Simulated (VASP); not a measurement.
Input of a VASP 6.6.1 run:

The input POSCAR:

```
GaN
1.0
    3.1800000000      0.0000000000      0.0000000000
   -1.5900000000      2.7539607840      0.0000000000
    0.0000000000      0.0000000000      5.1660000000
Ga N
2 2
Direct
    0.6666666667      0.3333333333      0.5000000000
    0.3333333333      0.6666666667      0.0000000000
    0.6666666667      0.3333333333      0.8750000000
    0.3333333333      0.6666666667      0.3750000000
```

INCAR.step1

```
ISMEAR   = 0              # smearing method
SIGMA    = 0.03           # smearing width, eV
LWAVE    = T              # write WAVECAR
LCHARG   = F              # write CHGCAR
NBANDS   = 42             # bands
PREC     = Accurate       # precision mode
LASPH    = T              # aspherical terms in the spheres
LREAL    = F              # projectors in reciprocal space
ALGO     = Normal         # electronic algorithm
EDIFF    = 1E-7           # SCF threshold, eV
NELM     = 120            # most SCF steps
GGA_COMPAT= F            
ENCUT    = 640            # plane-wave cutoff, eV
EFERMI   = MIDGAP       
GGA      = PE             # functional
KPAR     = 2
```

Contents of INCAR.step2:

```
METAGGA  = MBJ            # meta-GGA
ISMEAR   = 0              # smearing method
SIGMA    = 0.03           # smearing width, eV
LWAVE    = F              # write WAVECAR
LCHARG   = F              # write CHGCAR
NBANDS   = 42             # bands
PREC     = Accurate       # precision mode
LASPH    = T              # aspherical terms in the spheres
LREAL    = F              # projectors in reciprocal space
ALGO     = Normal         # electronic algorithm
EDIFF    = 1E-7           # SCF threshold, eV
NELM     = 120            # most SCF steps
GGA_COMPAT= F            
ENCUT    = 640            # plane-wave cutoff, eV
EFERMI   = MIDGAP       
LMIXTAU  = T            
ISTART   = 1            
KPAR     = 2
```

KPOINTS

```
Automatic mesh
0
Gamma
  10 10 6
  0 0 0
```

Contents of KPOINTS_OPT:

```
path GMKGALHA,LM,KH
32
line-mode
reciprocal
 0.0000000000  0.0000000000  0.0000000000  G
 0.5000000000  0.0000000000  0.0000000000  M

 0.5000000000  0.0000000000  0.0000000000  M
 0.3333333333  0.3333333333  0.0000000000  K

 0.3333333333  0.3333333333  0.0000000000  K
 0.0000000000  0.0000000000  0.0000000000  G

 0.0000000000  0.0000000000  0.0000000000  G
 0.0000000000  0.0000000000  0.5000000000  A

 0.0000000000  0.0000000000  0.5000000000  A
 0.5000000000  0.0000000000  0.5000000000  L

 0.5000000000  0.0000000000  0.5000000000  L
 0.3333333333  0.3333333333  0.5000000000  H

 0.3333333333  0.3333333333  0.5000000000  H
 0.0000000000  0.0000000000  0.5000000000  A

 0.5000000000  0.0000000000  0.5000000000  L
 0.5000000000  0.0000000000  0.0000000000  M

 0.3333333333  0.3333333333  0.0000000000  K
 0.3333333333  0.3333333333  0.5000000000  H
```

Potentials or basis: VASP PAW PBE potentials, release 64 (Ga_d, N).

Launch:

```bash
$ cat potpaw_PBE.64/Ga_d/POTCAR potpaw_PBE.64/N/POTCAR > POTCAR
$ cp INCAR.step1 INCAR
$ mpirun -np 2 vasp_std > vasp.out
$ cp INCAR.step2 INCAR
$ mpirun -np 2 vasp_std > vasp.out
```

(1) Predict the band gap along the path.

(2) Predict the band gap on the k mesh.

Answers

(1) 3.15 eV.

(2) 3.15 eV.
